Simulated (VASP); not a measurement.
Wanted: the native input for a VASP 6.6.1 run.

* Task: single point
* Functional: PBE
* Potentials or basis: VASP PAW PBE potentials, release 64 (Al)
* Cutoff: 500 eV
* k mesh: 9 × 9 × 9
* Occupations: fermi-dirac, width 0.1 eV
* Spin: no spin polarisation
* Dipole correction: no
* Further INCAR settings: ALGO = Normal; EDIFF = 1e-06; NBANDS = 8

The structure of Al lies in POSCAR:

```
Al
1.0
    0.0000000000      2.0194650000      2.0194650000
    2.0194650000      0.0000000000      2.0194650000
    2.0194650000      2.0194650000      0.0000000000
Al
1
Direct
    0.0000000000      0.0000000000      0.0000000000
```

One way to write it, as run:

INCAR

```
PREC = Accurate
ENCUT = 500
EDIFF = 1E-6
ISMEAR = -1
SIGMA = 0.1
LREAL = F
LASPH = T
NELM = 120
ALGO = Normal
ISIF = 2
LWAVE = F
LCHARG = F
GGA = PE
NBANDS = 8
GGA_COMPAT = F
```

KPOINTS

```
regular mesh
0
Gamma
  9 9 9
```

Potentials or basis: VASP PAW PBE potentials, release 64 (Al).

Run with:

```console
$ cat potpaw_PBE.64/Al/POTCAR > POTCAR
$ mpirun -np 1 vasp_std > vasp.out
```

Results of the run:

- Pressure: 0.3 GPa

Run time: 5.2 s on 1 thread of Intel Xeon 8259CL, on a shared host, peak memory 0.13 GiB.
